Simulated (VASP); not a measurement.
# Ga (Cmce) in VASP: a series of runs, part 2 of 2

VASP 6.6.1. Earlier steps stand in the parts before.

## 3. Electric field gradients, PBEsol (18.69 Å³/atom)

This run uses another cell than the first one, of 18.69 Å³/atom.

INCAR

```
PREC     = Accurate       # precision mode
ENCUT    = 520            # plane-wave cutoff, eV
EDIFF    = 1E-8           # SCF threshold, eV
ISMEAR   = -1             # smearing method
SIGMA    = 0.05           # smearing width, eV
LREAL    = False          # projectors in reciprocal space
LASPH    = True           # aspherical terms in the spheres
NELM     = 80             # most SCF steps
ALGO     = Normal         # electronic algorithm
ISIF     = 2              # what is computed and relaxed
LWAVE    = False          # write WAVECAR
LCHARG   = False          # write CHGCAR
GGA      = PS             # functional
LEFG     = True         
NBANDS   = 34             # bands
```

KPOINTS

```
Automatic mesh
0
Gamma
  9 9 8
```

POSCAR

```
Ga
1.0
    2.2248685607     -3.7707396132      0.0000000000
    2.2248685607      3.7707396132      0.0000000000
    0.0000000000      0.0000000000      4.4556560304
Ga
4
Direct
    0.1525000000      0.8475000000      0.0785000000
    0.6525000000      0.3475000000      0.4215000000
    0.8475000000      0.1525000000      0.9215000000
    0.3475000000      0.6525000000      0.5785000000
```

Potentials or basis: VASP PAW PBE potentials, release 64 (Ga_d).

Launch:

```
cat potpaw_PBE.64/Ga_d/POTCAR > POTCAR
mpirun -np 1 vasp_std > vasp.out
```

OUTCAR:

```text
PREC = Accurate
   ENCUT = 520
   EDIFF = 1E-8
   ISMEAR = -1
   LREAL = False
   LASPH = True
   NELM = 80
   ISIF = 2
   GGA = PS

 ion  position               nearest neighbor table
   1  0.153  0.847  0.078-   3 2.40   4 2.67   4 2.67   2 2.70   2 2.70   3 2.76   3 2.76
   2  0.653  0.347  0.422-   4 2.40   3 2.67   3 2.67   1 2.70   1 2.70   4 2.76   4 2.76
   3  0.847  0.153  0.922-   1 2.40   2 2.67   2 2.67   4 2.70   4 2.70   1 2.76   1 2.76
   4  0.347  0.653  0.578-   2 2.40   1 2.67   1 2.67   3 2.70   3 2.70   2 2.76   2 2.76

  LATTYP: Found a base centered orthorhombic cell.
 ALAT       =     4.4497371214
 B/A-ratio  =     1.6948145521
 C/A-ratio  =     1.0013301705

  Lattice vectors:

 A1 = (   2.2248685607,  -3.7707396132,   0.0000000000)
 A2 = (   2.2248685607,   3.7707396132,   0.0000000000)
 A3 = (   0.0000000000,   0.0000000000,   4.4556560304)

Analysis of symmetry for initial positions (statically):
=====================================================================
 Subroutine PRICEL returns:
 Original cell was already a primitive cell.

 Routine SETGRP: Setting up the symmetry group for a
 base centered orthorhombic supercell.

 Subroutine GETGRP returns: Found  8 space group operations
 (whereof  4 operations were pure point group operations)
 out of a pool of  8 trial point group operations.

The static configuration has the point symmetry C_2h.
 The point group associated with its full space group is D_2h.

Analysis of symmetry for dynamics (positions and initial velocities):
=====================================================================
 Subroutine PRICEL returns:
 Original cell was already a primitive cell.

 Routine SETGRP: Setting up the symmetry group for a
 base centered orthorhombic supercell.

 Subroutine GETGRP returns: Found  8 space group operations
 (whereof  4 operations were pure point group operations)
 out of a pool of  8 trial point group operations.

The dynamic configuration has the point symmetry C_2h.
 The point group associated with its full space group is D_2h.

 Subroutine INISYM returns: Found  8 space group operations
 (whereof  4 operations are pure point group operations),
 and found     1 'primitive' translations

----------------------------------------------------------------------------------------

                                     Primitive cell

  volume of cell :      74.7606

  direct lattice vectors                    reciprocal lattice vectors
     2.224868561 -3.770739613  0.000000000     0.224732377 -0.132599981  0.000000000
     2.224868561  3.770739613  0.000000000     0.224732377  0.132599981  0.000000000
     0.000000000  0.000000000  4.455656030     0.000000000  0.000000000  0.224433842

  length of vectors
     4.378186536  4.378186536  4.455656030     0.260935617  0.260935617  0.224433842

  position of ions in fractional coordinates (direct lattice)
     0.152500000  0.847500000  0.078500000
     0.652500000  0.347500000  0.421500000
     0.847500000  0.152500000  0.921500000
     0.347500000  0.652500000  0.578500000

  ion indices of the primitive-cell ions
   primitive index   ion index
                 1           1
[... 92 lines left out ...]
   IALGO  =     38    algorithm
   IMIX   =      4    mixing-type and parameters
     AMIX     =   0.40;   BMIX     =  1.00
     AMIX_MAG =   1.60;   BMIX_MAG =  1.00
  volume/ion in A,a.u.               =      18.69       126.13
  Fermi-wavevector in a.u.,A,eV,Ry     =   1.450502  2.741052 28.626073  2.103957
  Thomas-Fermi vector in A             =   2.568107
   LORBIT       =      0    0 simple, 1 ext, 2 COOP (PROOUT), +10 PAW based schemes
   GGA     = PS    functional components
   LHFCALC =     F    Hartree Fock is set to
   AEXX    =    0.0000 exact exchange contribution
   IVDW    =     0    specifies the selected vdW correction
   LEPSILON=     F    determine dielectric tensor
   LRPA    =     F    only Hartree local field effects (RPA)
 non-spin polarized calculation
  energy-cutoff  :      520.00
  volume of cell :       74.76
 maximum number of plane-waves:      2032
 NGX is ok and might be reduce to    36
   NGX = 17   NGY = 17   NGZ = 17

 number of electron      52.0000022 magnetization

 Free energy of the ion-electron system (eV)
  ---------------------------------------------------
  ext. energy  EPLUGINS =         0.00000000
  ---------------------------------------------------
  free energy    TOTEN  =       -13.37042422 eV

  energy without entropy =      -13.36277895  energy(sigma->0) =      -13.36660158

 E-fermi :   5.2937     XC(G=0): -11.0424

 val. band max:        5.2932077427   @ k =  -0.4444   0.3333   0.1250
 cond. band min:       5.3049432759   @ k =  -0.4444   0.2222   0.0000
 fundamental gap:      0.0117355332
 Fermi energy:         5.2936510172

 k-point     1 :       0.0000    0.0000    0.0000
  band No.  band energies     occupation
      1      -9.8745      2.00000
      2      -9.8649      2.00000
      3      -9.8640      2.00000
      4      -9.8350      2.00000
      5      -9.7756      2.00000
      6      -9.7433      2.00000
[... 877 lines left out ...]
     33      12.1655      0.00000
     34      13.3779      0.00000

 [... further k-points ...]

------------------------ aborting loop because EDIFF is reached ----------------------------------------

  FORCE on cell =-STRESS in cart. coord.  units (eV):
  Direction    XX          YY          ZZ          XY          YZ          ZX
  --------------------------------------------------------------------------------------
  -------------------------------------------------------------------------------------
  Total        0.1509128      1.5246305      0.2135454      0.0000000      0.0000000      0.0000000
  in kB        3.2341790     32.6740254      4.5764456      0.0000000      0.0000000      0.0000000
  external PRESSURE =      13.4948833 kB  Pullay stress =       0.0000000 kB

 VOLUME and BASIS-vectors are now :
 -----------------------------------------------------------------------------
  energy-cutoff  :      520.00
  volume of cell :       74.76
      direct lattice vectors                 reciprocal lattice vectors
     2.224868561 -3.770739613  0.000000000     0.224732377 -0.132599981  0.000000000
     2.224868561  3.770739613  0.000000000     0.224732377  0.132599981  0.000000000
     0.000000000  0.000000000  4.455656030     0.000000000  0.000000000  0.224433842

 POSITION                                       TOTAL-FORCE (eV/Angst)
 -----------------------------------------------------------------------------------
      2.22487      2.62066      0.34977         0.000000     -0.442936      0.130629
      2.22487     -1.15008      1.87806         0.000000     -0.442936     -0.130629
      2.22487     -2.62066      4.10589         0.000000      0.442936     -0.130629
      2.22487      1.15008      2.57760         0.000000      0.442936      0.130629
 -----------------------------------------------------------------------------------
    total drift:                                0.000000      0.000000     -0.000000

  FREE ENERGIE OF THE ION-ELECTRON SYSTEM (eV)
  ---------------------------------------------------
  free  energy   TOTEN  =       -13.3704242179 eV

  energy  without entropy=      -13.3627789462  energy(sigma->0) =      -13.36660158

 Electric field gradients (V/A^2)
---------------------------------------------------------------------
 ion       V_xx      V_yy      V_zz      V_xy      V_xz      V_yz
---------------------------------------------------------------------
   1      31.019   -43.318    12.300    -0.000     0.000    26.889
   2      31.019   -43.318    12.300    -0.000     0.000   -26.889
   3      31.019   -43.318    12.300     0.000     0.000    26.889
   4      31.019   -43.318    12.300    -0.000     0.000   -26.889
---------------------------------------------------------------------

 Electric field gradients after diagonalization (V/A^2)
 (convention: |V_zz| > |V_xx| > |V_yy|)
----------------------------------------------------------------------
 ion       V_xx      V_yy      V_zz     asymmetry (V_yy - V_xx)/ V_zz
----------------------------------------------------------------------
   1      31.019    23.174   -54.192       0.145
   2      31.019    23.174   -54.192       0.145
   3      31.019    23.174   -54.192       0.145
   4      31.019    23.174   -54.192       0.145
----------------------------------------------------------------------

           NMR quadrupolar parameters

 Cq : quadrupolar parameter    Cq=e*Q*V_zz/h
 eta: asymmetry parameters     (V_yy - V_xx)/ V_zz
 Q  : nuclear electric quadrupole moment in mb (millibarn)
----------------------------------------------------------------------
 ion       Cq(MHz)       eta       Q (mb)
----------------------------------------------------------------------
   1      -0.131       0.145       1.000
   2      -0.131       0.145       1.000
   3      -0.131       0.145       1.000
   4      -0.131       0.145       1.000
----------------------------------------------------------------------
```

Wall time 4.3 min (1 thread of Intel Xeon Platinum 8488C (Sapphire Rapids), shared host); peak memory 0.35 GiB.

What came out:

```yaml
Free_energy: -13.3704 eV
Pressure: 1.3 GPa
Largest_force: 0.462 eV/Å
Band_gap_on_the_k_mesh: zero (bands 26 and 27 overlap by 1.28 eV)
Largest_electric_field_gradient_by_atom: Ga -54.2 V/Å²
```

Forces on the atoms (eV/Å):
```
Ga   0.000 -0.443  0.131
Ga   0.000 -0.443 -0.131
Ga   0.000  0.443 -0.131
Ga   0.000  0.443  0.131
```

Stress tensor (GPa, compression positive):
```
0.32 0.00 0.00
0.00 3.27 0.00
0.00 0.00 0.46
```

Electric field gradients, principal values (V/Å²):
```
atom   least  middle  greatest (by size)
1 Ga  23.174  31.019             -54.192
2 Ga  23.174  31.019             -54.192
3 Ga  23.174  31.019             -54.192
4 Ga  23.174  31.019             -54.192
```

Caveat: without QUAD_EFG the Cq values of the log hold for a quadrupole moment of 1 mb, not for the nuclei; the PAW data sets were made with another functional, which shifts forces and pressure a little.
